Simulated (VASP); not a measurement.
# Ti in VASP: notebook

Ti is run at these levels: PBEsol; tasks: single point.

All numbers are computed with VASP 6.6.1; they aren't measurements. Logs are shortened: lines on timing, memory, paths and dates and some standing lists are left out, and cuts for length are marked.

## Step 1: The cell of the first run

The cell holds a wire or tube with vacuum around it, 8 atoms: a = 13.800 Å, b = 15.700 Å, c = 2.752 Å, α = 90.00°, β = 90.00°, γ = 90.00°.

## Step 2: Single point, PBEsol

INCAR reads:

```
PREC     = Accurate       # precision mode
ENCUT    = 520            # plane-wave cutoff, eV
EDIFF    = 1E-7           # SCF threshold, eV
ISMEAR   = 0              # smearing method
SIGMA    = 0.05           # smearing width, eV
LREAL    = False          # projectors in reciprocal space
LASPH    = True           # aspherical terms in the spheres
NELM     = 100            # most SCF steps
ALGO     = Normal         # electronic algorithm
ISIF     = 2              # what is computed and relaxed
LWAVE    = False          # write WAVECAR
LCHARG   = True           # write CHGCAR
GGA      = PS             # functional
LELF     = True           # ELF
LVHAR    = True         
NBANDS   = 58             # bands
```

KPOINTS reads:

```
Automatic mesh
0
Gamma
  1 1 17
```

POSCAR reads:

```
Ti
1.0
   13.8000000000      0.0000000000      0.0000000000
    0.0000000000     15.7000000000      0.0000000000
    0.0000000000      0.0000000000      2.7518798845
Ti
8
Direct
    0.4283990059      0.3186467190      0.0000000000
    0.4600866146      0.5000000000      0.0000000000
    0.4283990059      0.6813532810      0.0000000000
    0.6618993024      0.5000000000      0.0000000000
    0.3133250751      0.4178751392      0.5000000000
    0.3133250751      0.5821248608      0.5000000000
    0.5809702023      0.3714385407      0.5000000000
    0.5809702023      0.6285614593      0.5000000000
```

Potentials or basis: VASP PAW PBE potentials, release 64 (Ti_sv).

Launch:

```console
> cat potpaw_PBE.64/Ti_sv/POTCAR > POTCAR
> mpirun -np 1 vasp_std > vasp.out
```

OUTCAR:

```text
PREC = Accurate
   ENCUT = 520
   EDIFF = 1E-7
   ISMEAR = 0
   LREAL = False
   LASPH = True
   NELM = 100
   ISIF = 2
   GGA = PS

 ion  position               nearest neighbor table
   1  0.428  0.319  0.000-   5 2.62   5 2.62   7 2.65   7 2.65   2 2.88
   2  0.460  0.500  0.000-   5 2.77   6 2.77   5 2.77   6 2.77   4 2.79   3 2.88   1 2.88
   3  0.428  0.681  0.000-   6 2.62   6 2.62   8 2.65   8 2.65   2 2.88
   4  0.662  0.500  0.000-   7 2.69   8 2.69   7 2.69   8 2.69   2 2.79
   5  0.313  0.418  0.500-   6 2.58   1 2.62   1 2.62   2 2.77   2 2.77
   6  0.313  0.582  0.500-   5 2.58   3 2.62   3 2.62   2 2.77   2 2.77
   7  0.581  0.371  0.500-   1 2.65   1 2.65   4 2.69   4 2.69
   8  0.581  0.629  0.500-   3 2.65   3 2.65   4 2.69   4 2.69

  LATTYP: Found a simple orthorhombic cell.
 ALAT       =     2.7518798845
 B/A-ratio  =     5.0147537608
 C/A-ratio  =     5.7051908728

  Lattice vectors:

 A1 = (   0.0000000000,   0.0000000000,   2.7518798845)
 A2 = (  13.8000000000,   0.0000000000,   0.0000000000)
 A3 = (   0.0000000000,  15.7000000000,   0.0000000000)

Analysis of symmetry for initial positions (statically):
=====================================================================
 Subroutine PRICEL returns:
 Original cell was already a primitive cell.

 Routine SETGRP: Setting up the symmetry group for a
 simple orthorhombic supercell.

 Subroutine GETGRP returns: Found  4 space group operations
 (whereof  4 operations were pure point group operations)
 out of a pool of  8 trial point group operations.

The static configuration has the point symmetry C_2v.

Analysis of symmetry for dynamics (positions and initial velocities):
=====================================================================
 Subroutine PRICEL returns:
 Original cell was already a primitive cell.

 Routine SETGRP: Setting up the symmetry group for a
 simple orthorhombic supercell.

 Subroutine GETGRP returns: Found  4 space group operations
 (whereof  4 operations were pure point group operations)
 out of a pool of  8 trial point group operations.

The dynamic configuration has the point symmetry C_2v.

 Subroutine INISYM returns: Found  4 space group operations
 (whereof  4 operations are pure point group operations),
 and found     1 'primitive' translations

----------------------------------------------------------------------------------------

                                     Primitive cell

  volume of cell :     596.2223

  direct lattice vectors                    reciprocal lattice vectors
    13.800000000  0.000000000  0.000000000     0.072463768  0.000000000  0.000000000
     0.000000000 15.700000000  0.000000000     0.000000000  0.063694268  0.000000000
     0.000000000  0.000000000  2.751879885     0.000000000  0.000000000  0.363387954

  length of vectors
    13.800000000 15.700000000  2.751879885     0.072463768  0.063694268  0.363387954

  position of ions in fractional coordinates (direct lattice)
     0.428399006  0.318646719  0.000000000
     0.460086615  0.500000000  0.000000000
     0.428399006  0.681353281  0.000000000
     0.661899302  0.500000000  0.000000000
     0.313325075  0.417875139  0.500000000
     0.313325075  0.582124861  0.500000000
     0.580970202  0.371438541  0.500000000
     0.580970202  0.628561459  0.500000000

  ion indices of the primitive-cell ions
   primitive index   ion index
                 1           1
                 2           2
                 3           3
                 4           4
                 5           5
                 6           6
                 7           7
                 8           8

----------------------------------------------------------------------------------------

 KPOINTS: Automatic mesh

Automatic generation of k-mesh.
 Grid dimensions read from file:
 generate k-points for:    1    1   17

 Generating k-lattice:

  Cartesian coordinates                     Fractional coordinates (reciprocal lattice)
     0.072463768  0.000000000  0.000000000     1.000000000  0.000000000  0.000000000
     0.000000000  0.063694268  0.000000000     0.000000000  1.000000000  0.000000000
     0.000000000  0.000000000  0.021375762     0.000000000  0.000000000  0.058823529

  Length of vectors
     0.072463768  0.063694268  0.021375762

  Shift w.r.t. Gamma in fractional coordinates (k-lattice)
     0.000000000  0.000000000  0.000000000

 Subroutine IBZKPT returns following result:
 ===========================================

 Found      9 irreducible k-points:

 Following reciprocal coordinates:
            Coordinates               Weight
  0.000000  0.000000  0.000000      1.000000
  0.000000  0.000000  0.058824      2.000000
  0.000000  0.000000  0.117647      2.000000
  0.000000  0.000000  0.176471      2.000000
  0.000000  0.000000  0.235294      2.000000
  0.000000  0.000000  0.294118      2.000000
  0.000000  0.000000  0.352941      2.000000
  0.000000  0.000000  0.411765      2.000000
  0.000000  0.000000  0.470588      2.000000
   k-points           NKPTS =      9   k-points in BZ     NKDIM =      9   number of bands    NBANDS=     58
   number of dos      NEDOS =    301   number of ions     NIONS =      8
   total plane-waves  NPLWV = 259200
   dimension x,y,z NGX =   108 NGY =  120 NGZ =   20
   dimension x,y,z NGXF=   216 NGYF=  240 NGZF=   40
   ions per type =               8
   NGX,Y,Z   is equivalent  to a cutoff of  13.01, 12.71, 12.08 a.u.
   NGXF,Y,Z  is equivalent  to a cutoff of  26.02, 25.41, 24.16 a.u.
 SYSTEM =  unknown system
   PREC   = accura    normal or accurate (medium, high low for compatibility)
   ISTART =      0    job   : 0-new  1-cont  2-samecut
   ICHARG =      2    charge: 1-file 2-atom 10-const
   ISPIN  =      1    spin polarized calculation?
   LNONCOLLINEAR =      F non collinear calculations
   LSORBIT =      F    spin-orbit coupling
   LASPH  =      T    aspherical Exc in radial PAW
   ENCUT  =  520.0 eV  38.22 Ry    6.18 a.u.  25.66 29.19  5.12*2*pi/ulx,y,z
   NELM   =    100;   NELMIN=  2; NELMDL= -5     # of ELM steps
   EDIFF  = 0.1E-06   stopping-criterion for ELM
   LREAL  =      F    real-space projection
   EDIFFG = 0.1E-05   stopping-criterion for IOM
   NSW    =      0    number of steps for IOM
   IBRION =     -1    ionic relax: 0-MD 1-quasi-New 2-CG
   NFREE  =      0    steps in history (QN), initial steepest desc. (CG)
   ISIF   =      2    stress and relaxation
   ISYM   =      2    0-nonsym 1-usesym 2-fastsym
   POTIM  = 0.5000    time-step for ionic-motion
   TEBEG  =    0.0;   TEEND  =   0.0 temperature during run
   PSTRESS=    0.0 pullay stress
   NELECT =      96.0000    total number of electrons
   NUPDOWN=      -1.0000    fix difference up-down
   EMIN   =  10.00;   EMAX   =-10.00  energy-range for DOS
   EFERMI =   0.00;   METHOD = LEGACY
   ISMEAR =     0;   SIGMA  =   0.05  broadening in eV -4-tet -1-fermi 0-gaus
   EFERMI_NEDOS =   21; number of points for ismear=-14 and -15
   IALGO  =     38    algorithm
   IMIX   =      4    mixing-type and parameters
     AMIX     =   0.40;   BMIX     =  1.00
     AMIX_MAG =   1.60;   BMIX_MAG =  1.00
  volume/ion in A,a.u.               =      74.53       502.94
  Fermi-wavevector in a.u.,A,eV,Ry     =   0.890627  1.683041 10.792364  0.793216
  Thomas-Fermi vector in A             =   2.012342
   LORBIT       =      0    0 simple, 1 ext, 2 COOP (PROOUT), +10 PAW based schemes
   GGA     = PS    functional components
   LHFCALC =     F    Hartree Fock is set to
   AEXX    =    0.0000 exact exchange contribution
   IVDW    =     0    specifies the selected vdW correction
   LEPSILON=     F    determine dielectric tensor
   LRPA    =     F    only Hartree local field effects (RPA)
 non-spin polarized calculation
 Gauss-broadening in eV      SIGMA  =   0.05
  energy-cutoff  :      520.00
  volume of cell :      596.22
 maximum number of plane-waves:     16122
 NGX is ok and might be reduce to   108
   NGX = 51   NGY = 59   NGZ = 11

 number of electron      96.0000003 magnetization

 Free energy of the ion-electron system (eV)
  ---------------------------------------------------
  ext. energy  EPLUGINS =         0.00000000
  ---------------------------------------------------
  free energy    TOTEN  =       -57.47971658 eV

  energy without entropy =      -57.47030154  energy(sigma->0) =      -57.47500906

 E-fermi :  -0.7918     XC(G=0):  -3.8896

 val. band max:       -0.8076036338   @ k =   0.0000   0.0000   0.2941
 cond. band min:      -0.7630886614   @ k =   0.0000   0.0000   0.2941
 fundamental gap:      0.0445149723
 Fermi energy:        -0.7917863967

 k-point     1 :       0.0000    0.0000    0.0000
  band No.  band energies     occupation
      1     -57.3507      2.00000
      2     -57.3153      2.00000
      3     -57.2378      2.00000
      4     -57.1815      2.00000
      5     -57.1654      2.00000
      6     -57.0934      2.00000
[... 50 lines left out ...]
     57       0.4006      0.00000
     58       0.4723      0.00000

 k-point     2 :       0.0000    0.0000    0.0588
  band No.  band energies     occupation
      1     -57.3466      2.00000
      2     -57.3119      2.00000
      3     -57.2342      2.00000
      4     -57.1785      2.00000
      5     -57.1635      2.00000
      6     -57.0918      2.00000
[... 50 lines left out ...]
     57       0.3014      0.00000
     58       0.3726      0.00000

 k-point     3 :       0.0000    0.0000    0.1176
  band No.  band energies     occupation
      1     -57.3346      2.00000
      2     -57.3021      2.00000
      3     -57.2236      2.00000
      4     -57.1697      2.00000
      5     -57.1582      2.00000
      6     -57.0875      2.00000
[... 301 lines left out ...]
      3     -57.1230      2.00000
      4     -57.1193      2.00000
      5     -57.0878      2.00000
      6     -57.0729      2.00000
[... 50 lines left out ...]
     57       0.5865      0.00000
     58       0.5965      0.00000

 k-point     9 :       0.0000    0.0000    0.4706
  band No.  band energies     occupation
      1     -57.2140      2.00000
      2     -57.2131      2.00000
      3     -57.1215      2.00000
      4     -57.1039      2.00000
      5     -57.0790      2.00000
      6     -57.0787      2.00000
[... 50 lines left out ...]
     57       0.7424      0.00000
     58       0.8673      0.00000

------------------------ aborting loop because EDIFF is reached ----------------------------------------

  FORCE on cell =-STRESS in cart. coord.  units (eV):
  Direction    XX          YY          ZZ          XY          YZ          ZX
  --------------------------------------------------------------------------------------
  -------------------------------------------------------------------------------------
  Total       -0.3033351     -0.2835091     -0.3376305      0.0000000      0.0000000      0.0000000
  in kB       -0.8151266     -0.7618499     -0.9072856      0.0000000      0.0000000      0.0000000
  external PRESSURE =      -0.8280874 kB  Pullay stress =       0.0000000 kB

 VOLUME and BASIS-vectors are now :
 -----------------------------------------------------------------------------
  energy-cutoff  :      520.00
  volume of cell :      596.22
      direct lattice vectors                 reciprocal lattice vectors
    13.800000000  0.000000000  0.000000000     0.072463768  0.000000000  0.000000000
     0.000000000 15.700000000  0.000000000     0.000000000  0.063694268  0.000000000
     0.000000000  0.000000000  2.751879885     0.000000000  0.000000000  0.363387954

 POSITION                                       TOTAL-FORCE (eV/Angst)
 -----------------------------------------------------------------------------------
      5.91191      5.00275      0.00000         0.003636      0.032617      0.000000
      6.34920      7.85000      0.00000        -0.004088      0.000000      0.000000
      5.91191     10.69725      0.00000         0.003636     -0.032617      0.000000
      9.13421      7.85000      0.00000        -0.028384      0.000000      0.000000
      4.32389      6.56064      1.37594         0.030870     -0.008811      0.000000
      4.32389      9.13936      1.37594         0.030870      0.008811      0.000000
      8.01739      5.83159      1.37594        -0.018270      0.015521      0.000000
      8.01739      9.86841      1.37594        -0.018270     -0.015521      0.000000
 -----------------------------------------------------------------------------------
    total drift:                                0.001103     -0.000000      0.000000

  FREE ENERGIE OF THE ION-ELECTRON SYSTEM (eV)
  ---------------------------------------------------
  free  energy   TOTEN  =       -57.4797165805 eV

  energy  without entropy=      -57.4703015430  energy(sigma->0) =      -57.47500906
```

It took 12 min on 1 thread of Intel Xeon Platinum 8559C (Emerald Rapids), shared host; peak memory 0.64 GiB.

Results:

```
Free energy            : -57.4797 eV
Largest force          : 0.033 eV/Å
Band gap on the k mesh : zero (bands 48 and 49 overlap by 0.09 eV)
```

Forces on the atoms (eV/Å):
```
Ti   0.004  0.033  0.000
Ti  -0.004  0.000  0.000
Ti   0.004 -0.033  0.000
Ti  -0.028  0.000  0.000
Ti   0.031 -0.009  0.000
Ti   0.031  0.009  0.000
Ti  -0.018  0.016  0.000
Ti  -0.018 -0.016  0.000
```

Levels at points of the mesh, in eV from the Fermi level:
```tsv
k point	band 44	band 45	band 46	band 47	band 48	band 49	band 50	band 51	band 52	band 53
(0.00, 0.00, 0.00)	-0.52	-0.47	-0.34	-0.22	-0.12	0.17	0.29	0.36	0.53	0.60
```

Caveat: the PAW data sets were made with another functional, which shifts forces and pressure a little.

## Step 3: Single point, PBEsol

This run uses another cell than the first one.

INCAR reads:

```
SYSTEM = Ti
ALGO = Normal ; EDIFF = 1E-6
ENCUT = 520 ; GGA = PS
ISIF = 2 ; ISMEAR = 0
LASPH = .True. ; LCHARG = .True.
LELF = .True. ; LREAL = .False.
LVHAR = .True. ; LWAVE = .False.
NBANDS = 58 ; NELM = 60
PREC = Accurate ; SIGMA = 0.05
```

KPOINTS reads:

```
k-points
0
Gamma
  1 1 17
  0 0 0
```

POSCAR reads:

```
Ti
1.0
   13.8000000000      0.0000000000      0.0000000000
    0.0000000000     15.7000000000      0.0000000000
    0.0000000000      0.0000000000      3.2102321259
Ti
8
Direct
    0.4418436209      0.2955266162      0.0000000000
    0.4418436209      0.5000000000      0.0000000000
    0.4418436209      0.7044733838      0.0000000000
    0.6744691373      0.5000000000      0.0000000000
    0.3255308627      0.3977633081      0.5000000000
    0.3255308627      0.6022366919      0.5000000000
    0.5581563791      0.3977633081      0.5000000000
    0.5581563791      0.6022366919      0.5000000000
```

Potentials or basis: VASP PAW PBE potentials, release 64 (Ti_sv).

Launch:

```console
> cat potpaw_PBE.64/Ti_sv/POTCAR > POTCAR
> mpirun -np 1 vasp_std > vasp.out
```

It took 13 min on 1 thread of Intel Xeon Platinum 8559C (Emerald Rapids), shared host; peak memory 0.72 GiB.

The run converged. Its results:

| Item | Value |
| --- | --- |
| Free energy | -55.7715 eV |
| Largest force | 1.540 eV/Å |
| Band gap on the k mesh | zero (bands 48 and 49 overlap by 0.33 eV) |

Forces on the atoms (eV/Å):
```
Ti  -0.278  1.515  0.000
Ti   0.173  0.000  0.000
Ti  -0.278 -1.515  0.000
Ti  -1.387  0.000  0.000
Ti   1.028  0.049  0.000
Ti   1.028 -0.049  0.000
Ti  -0.143  0.141  0.000
Ti  -0.143 -0.141  0.000
```

Levels at points of the mesh, in eV from the Fermi level:
| k point | band 47 | band 48 | band 49 | band 50 | band 51 | band 52 |
| --- | --- | --- | --- | --- | --- | --- |
| (0.00, 0.00, 0.00) | 0.13 | 0.18 | 0.20 | 0.42 | 0.52 | 0.53 |

Caveat: the PAW data sets were made with another functional, which shifts forces and pressure a little.

The gap in the log of VASP goes by the Fermi energy; the results here count the filled bands.